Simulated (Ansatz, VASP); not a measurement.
**Two plane-wave programs on Te2As3**

```
Te As
1.0
     4.12892    0.00000    0.00000
     0.00000    4.12892    0.00000
     0.00000    0.00000    8.39148
Te As
2 3
Cartesian
  0.0000 0.0000 5.2634
  2.0645 2.0645 4.4180
  2.0645 0.0000 8.1772
  0.0000 2.0645 8.1772
  0.0000 0.0000 1.4044
```

Change from the starting cell: species swapped into the Cu3Te2 type (P4mm, No. 99).

Alike in both runs: functional PBE; k mesh 10 × 10 × 4; occupations gaussian, width 0.1 eV; no spin polarisation.

Ansatz relaxed the structure, and its values are those at the end. VASP's run is a single point on that final structure, the one shown.

|  | VASP | Ansatz |
| --- | --- | --- |
| version | VASP 6.6.1 | Ansatz 0.2.0 |
| potentials or method | VASP PAW PBE potentials, release 64 (Te, As), cutoff 520 eV | scalar-relativistic, plane waves, PAW |
| valence electrons in the cell | 27 | 77 |

```tsv
	VASP	Ansatz	Ansatz less VASP
gap on the k mesh at the Fermi level (eV)	none	none	-
pressure (GPa)	0.1	0.0	-0.06
rms of the force components (eV/Å)	0.017	0.001	-0.0156
```

A gap of «none» marks a metal or a gap that the smearing closes. VASP's potentials hold 27 valence electrons a cell and Ansatz's 77, so a difference there can come from the potentials and not from the codes.

Spin-orbit coupling is off throughout.
